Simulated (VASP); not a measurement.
Here is a VASP 6.6.1 calculation.

The input INCAR:

```
SYSTEM = MgO
  PREC = Accurate
  ENCUT = 600
  EDIFF = 1E-6
  ISMEAR = -1
  SIGMA = 0.1
  LREAL = .False.
  LASPH = .True.
  NELM = 120
  ALGO = Normal
  ISIF = 2
  LWAVE = .False.
  LCHARG = .False.
  GGA = PS
  NBANDS = 11
  GGA_COMPAT = .False.
```

File KPOINTS:

```
Automatic mesh
0
Gamma
  9 9 9
  0 0 0
```

File POSCAR:

```
MgO
1.0
    0.0000000000      2.1777000000      2.1777000000
    2.1777000000      0.0000000000      2.1777000000
    2.1777000000      2.1777000000      0.0000000000
Mg O
1 1
Direct
    0.0000000000      0.0000000000      0.0000000000
    0.5000000000      0.5000000000      0.5000000000
```

Potentials or basis: VASP PAW PBE potentials, release 64 (Mg, O).

Launch:

```sh
$ cat potpaw_PBE.64/Mg/POTCAR potpaw_PBE.64/O/POTCAR > POTCAR
$ mpirun -np 1 vasp_std > vasp.out
```

Question: What does it give for the band gap on the k mesh?

Answer: 3.73 eV.

Question: Estimate the pressure.

Answer: -13.5 GPa.

Caveat: the cell stands under tension; the PAW data sets were made with another functional, which shifts forces and pressure a little.
